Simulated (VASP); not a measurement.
A run of VASP 6.6.1 is set up as follows.

File INCAR:

```
PREC = Accurate
ENCUT = 520
EDIFF = 1E-7
ISMEAR = -1
SIGMA = 0.16
LREAL = Auto
LASPH = True
NELM = 60
ALGO = Normal
ISIF = 2
LWAVE = False
LCHARG = True
GGA = PE
LELF = True
LVHAR = True
NBANDS = 38
```

KPOINTS

```
Automatic mesh
0
Gamma
  3 3 3
```

File POSCAR:

```
Li
1.0
    7.3128730000      0.0000000000      0.0000000000
    0.0000000000      7.3128730000      0.0000000000
    0.0000000000      0.0000000000      7.3128730000
Li
16
Direct
    0.1202947186      0.1321915477      0.0954070992
    0.5212999050     -0.1168624151      0.0724475866
    0.0346648985      0.5027709356      0.0460420959
   -0.0857528908     -0.0457139075      0.4664103971
    0.2259850540      0.2597200854      0.4002941115
    0.4758047897      0.4638259136     -0.0420081136
    0.4360666458      0.0741022031      0.7917818346
    0.8256946347      0.3127772081      0.2898450445
    0.0916329328      0.5358359157      0.6474199675
    0.2565886212      0.7869410559      0.2922654338
    0.1165068777      0.2766901599      0.7737861713
    0.4872640343      0.4815891101      0.4968361956
    0.8402579944      0.7180761925      0.2272841331
    0.7647883397      0.1863836552      0.8585544970
    0.2671453477      0.8188163530      0.7212486802
    0.8059349588      0.6743177408      0.8115004869
```

Potentials or basis: VASP PAW PBE potentials, release 64 (Li_sv).

Command:

```sh
$ cat potpaw_PBE.64/Li_sv/POTCAR > POTCAR
$ mpirun -np 1 vasp_std > vasp.out
```

Task: What does it give for the largest force?

Result: 1.236 eV/Å.

Task: What does it give for the band gap on the k mesh?

Result: Zero (band 24 reaches 0.48 eV, above the bottom of band 25 at -0.03 eV).

Forces on the atoms (eV/Å):
```
Li  -0.020 -0.760 -0.171
Li   0.323  0.089  0.162
Li   0.546  0.051  0.043
Li   0.117  0.358  0.568
Li   0.042 -0.251  0.032
Li  -0.217  0.057  0.188
Li   0.109  0.737 -0.470
Li  -0.288 -0.088  0.143
Li  -0.241  0.562 -1.073
Li  -0.235 -0.221  0.243
Li   0.240 -0.948 -0.050
Li   0.371  0.323  0.239
Li  -0.331 -0.021  0.063
Li   0.339  0.091  0.090
Li  -0.300 -0.315  0.120
Li  -0.456  0.335 -0.127
```

Caveat: forces of over 1 eV/Å act on the atoms, so gaps and moduli don't describe the material at rest.
